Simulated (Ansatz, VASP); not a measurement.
## Two plane-wave programs on Bi2Se3

```
Bi Se
1.0
     2.06513    1.19230    9.53628
    -2.06513    1.19230    9.53628
     0.00000   -2.38461    9.53628
Bi Se
2 3
Direct
  0.40025 0.40025 0.40025
  0.59975 0.59975 0.59975
  0.00000 0.00000 0.00000
  0.21162 0.21162 0.21162
  0.78838 0.78838 0.78838
```

Alike in both runs: functional PBEsol; k mesh 12 × 12 × 12; occupations gaussian, width 0.02 eV; no spin polarisation.

Ansatz relaxed the structure, and its values are those at the end. VASP's run is a single point on that final structure, the one shown.

|  | VASP | Ansatz |
| --- | --- | --- |
| version | VASP 6.6.1 | Ansatz 0.2.0 |
| potentials or method | VASP PAW PBE potentials, release 64 (Bi_d, Se), cutoff 520 eV | scalar-relativistic, plane waves, PAW |
| valence electrons in the cell | 48 | 78 |

```tsv
	VASP	Ansatz	Ansatz less VASP
gap on the k mesh at the Fermi level (eV)	0.12	0.12	+0.003
least direct gap on the mesh (eV)	0.12	0.12	+0.003
pressure (GPa)	0.1	0.0	-0.05
rms of the force components (eV/Å)	0.007	0.000	-0.0072
```

VASP's potentials were made for PBE, not for PBEsol. VASP's potentials hold 48 valence electrons a cell and Ansatz's 78, so a difference there can come from the potentials and not from the codes.

Neither program's run includes spin-orbit coupling.
